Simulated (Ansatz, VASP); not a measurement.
# BaTiO3 in VASP and in Ansatz

File INCAR:

```
ALGO = Normal
EDIFF = 1E-6
ENCUT = 520
GGA = PE
ISIF = 2
ISMEAR = 0
LASPH = True
LCHARG = False
LDAU = True
LDAUJ = 0 0 0
LDAUL = -1 2 -1
LDAUPRINT = 1
LDAUTYPE = 2
LDAUU = 0 4 0
LMAXMIX = 4
LREAL = False
LWAVE = False
NBANDS = 28
NELM = 150
PREC = Accurate
SIGMA = 0.05
```

File KPOINTS:

```
k-points
0
Gamma
  8 8 8
```

Contents of POSCAR:

```
BaTiO3
1.0
    3.9615697246      0.0000000000      0.0000000000
    0.0000000000      3.9615697246      0.0000000000
    0.0000000000      0.0000000000      3.9615697246
Ba Ti O
1 1 3
Direct
    0.5001142594      0.5000000000      0.5000000000
    0.0042288083      0.0000000000      0.0000000000
    0.4931245915      0.0000000000      0.0000000000
   -0.0033786990      0.5000000000      0.0000000000
   -0.0033786990      0.0000000000      0.5000000000
```

Input for Ansatz:

```yaml
crystal:
  lattice:
    - [3.9615697246, 0.0, 0.0]
    - [0.0, 3.9615697246, 0.0]
    - [0.0, 0.0, 3.9615697246]
  atoms:
    - { symbol: Ba, position: [0.5001142594, 0.5, 0.5] }
    - { symbol: Ti, position: [0.0042288083, 0.0, 0.0] }
    - { symbol: O, position: [0.4931245915, 0.0, 0.0] }
    - { symbol: O, position: [-0.003378699, 0.5, 0.0] }
    - { symbol: O, position: [-0.003378699, 0.0, 0.5] }
basis:
  ecutwfc: 520.0
kpoints:
  mp_grid: { grid: [8, 8, 8] }
hamiltonian:
  xc: pbe
  pseudopotentials: { kind: paw, azcp: { folder: soft_1 } }
  hubbard: { sites: [{ species: Ti, l: d, u_eff: 4.0 }] }
scf:
  occupations: { method: gaussian, width: 0.05 }
output:
  forces: true
  stress: true
  eigenvalues: true
```

Change from the starting cell: mode 1 frozen in at -0.028 Å, equal normal strain along x, y and z -0.0167.

Alike in both runs: task single point; functional PBE; k mesh 8 × 8 × 8; occupations gaussian, width 0.05 eV; no spin polarisation; Hubbard terms Ti d U = 4.0 eV.

```csv
,VASP,Ansatz
version,VASP 6.6.1,Ansatz 0.2.0
potentials or method,"VASP PAW PBE potentials, release 64 (Ba_sv, Ti_sv, O), cutoff 520 eV","scalar-relativistic, plane waves, PAW"
valence electrons in the cell,40,40
```

VASP gave:

```
gap on the k mesh at the Fermi level (eV)                     : 2.29
least direct gap on the mesh (eV)                             : 2.47
pressure (GPa)                                                : 13.5
traceless stress, the component that is largest in VASP (GPa) : 0.24
rms of the force components (eV/Å)                            : 0.083
```

What did Ansatz give for the same quantities?

gap on the k mesh at the Fermi level (eV): 2.35; least direct gap on the mesh (eV): 2.48; pressure (GPa): 9.3; traceless stress, the component that is largest in VASP (GPa): 0.19; rms of the force components (eV/Å): 0.028.

The programs project onto different local orbitals, so the same U acts differently, and such runs can settle in different states. Atom by atom the forces differ by 0.058 eV/Å (rms over components).

Neither program's run includes spin-orbit coupling.
